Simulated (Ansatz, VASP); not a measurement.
## MgO2 in VASP and in Ansatz

```
Mg O
1.0
     1.60476    0.92651    3.49398
    -1.60476    0.92651    3.49398
     0.00000   -1.85302    3.49398
Mg O
1 2
Cartesian
  0.0000 0.0000 0.0000
  0.0000 0.0000 4.4945
  0.0000 0.0000 5.9874
```

Alike in both runs: task single point; functional LDA; k mesh 12 × 12 × 12; occupations gaussian, width 0.05 eV; no spin polarisation.

```csv
,VASP,Ansatz
version,VASP 6.6.1,Ansatz 0.2.0
potentials or method,"VASP PAW LDA potentials, release 64 (Mg, O), cutoff 520 eV","scalar-relativistic, plane waves, PAW"
valence electrons in the cell,14,22
```

Ansatz gave:

| Property | Result |
| --- | --- |
| gap on the k mesh at the Fermi level (eV) | 2.19 |
| least direct gap on the mesh (eV) | 2.19 |
| pressure (GPa) | -10.1 |
| traceless stress, the component that is largest in VASP (GPa) | -3.10 |
| rms of the force components (eV/Å) | 0.212 |

Q: Estimate VASP's values.

A: gap on the k mesh at the Fermi level (eV): 2.16; least direct gap on the mesh (eV): 2.16; pressure (GPa): -10.8; traceless stress, the component that is largest in VASP (GPa): -1.53; rms of the force components (eV/Å): 0.091.

LDA's correlation is that of Perdew and Zunger in VASP and of Perdew and Wang (1992) in Ansatz. Atom by atom the forces differ by 0.121 eV/Å (rms over components). VASP's potentials hold 14 valence electrons a cell and Ansatz's 22, so a difference there can come from the potentials and not from the codes.
